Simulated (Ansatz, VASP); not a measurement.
## One calculation of C, two programs

```
CELL_PARAMETERS angstrom
2.59584 0.00000 0.00000
0.00000 2.59584 0.00000
0.00000 0.00000 5.99413
ATOMIC_POSITIONS crystal
C 0.00000 0.50000 0.38806
C 0.50000 0.00000 0.11194
C 0.00000 0.50000 0.61194
C 0.50000 0.00000 0.88806
C 0.00000 0.00000 0.75000
C 0.00000 0.00000 0.25000
```

Alike in both runs: functional PBE; k mesh 8 × 8 × 4; occupations gaussian, width 0.1 eV; no spin polarisation.

Ansatz relaxed the structure, and its values are those at the end. VASP's run is a single point on that final structure, the one shown.

```csv
,VASP,Ansatz
version,VASP 6.6.1,Ansatz 0.2.0
potentials or method,"VASP PAW PBE potentials, release 64 (C), cutoff 600 eV","scalar-relativistic, plane waves, PAW"
valence electrons in the cell,24,24
```

|  | VASP | Ansatz | Ansatz less VASP |
| --- | --- | --- | --- |
| gap on the k mesh at the Fermi level (eV) | none | none | - |
| pressure (GPa) | 0.0 | 0.0 | +0.07 |
| rms of the force components (eV/Å) | 0.014 | 0.002 | -0.0118 |

A gap of «none» marks a metal or a gap that the smearing closes.
